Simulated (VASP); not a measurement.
Wanted: the native input for a VASP 6.6.1 run.

```yaml
Task: single point
Functional: revPBE
Dispersion: D4
Potentials_or_basis: VASP PAW PBE potentials, release 64 (W_sv, C)
Cutoff: 600 eV
k_mesh: 10 × 10 × 8
Occupations: gaussian, width 0.05 eV
Spin: no spin polarisation
Dipole_correction: no
Further_INCAR_settings: ALGO = Normal; EDIFF = 1e-06; NBANDS = 16
```

The structure of WC lies in POSCAR:

```
WC
1.0
    2.9177863261      0.0000000000      0.0000000000
   -1.4588931631      2.5268770812      0.0000000000
    0.0000000000      0.0000000000      2.8434199255
W C
1 1
Direct
    0.0000000000      0.0000000000      0.0000000000
    0.6666666667      0.3333333333      0.5000000000
```

This cell differs from its parent crystal: volume scaled by 1.02.

The input as run:

INCAR

```
SYSTEM = WC
PREC = Accurate ; ENCUT = 600
EDIFF = 1E-6 ; ISMEAR = 0
SIGMA = 0.05 ; LREAL = .False.
LASPH = .True. ; NELM = 120
ALGO = Normal ; ISIF = 2
LWAVE = .False. ; LCHARG = .False.
GGA = RE ; IVDW = 13
NBANDS = 16 ; GGA_COMPAT = .False.
```

KPOINTS

```
Automatic mesh
0
Gamma
  10 10 8
  0 0 0
```

Potentials or basis: VASP PAW PBE potentials, release 64 (W_sv, C).

Run with:

```console
$ cat potpaw_PBE.64/W_sv/POTCAR potpaw_PBE.64/C/POTCAR > POTCAR
$ mpirun -np 1 vasp_std > vasp.out
```

Results of the run:

```yaml
Pressure: -6.7 GPa
Band_gap_on_the_k_mesh: zero (band 9 reaches 11.63 eV, above the bottom of band 10 at 10.44 eV)
Dispersion_energy_per_atom: -0.803 eV
```

Caveat: the PAW data sets were made with another functional, which shifts forces and pressure a little; spin-orbit coupling is left out, which moves the levels of the heavy elements; pairwise dispersion overbinds metals, which lowers pressure and volume.

Wall time 9.9 s on 1 thread of Intel(R) Xeon(R) Platinum 8559C (Emerald Rapids), with other jobs on the host, peak memory 0.15 GiB.
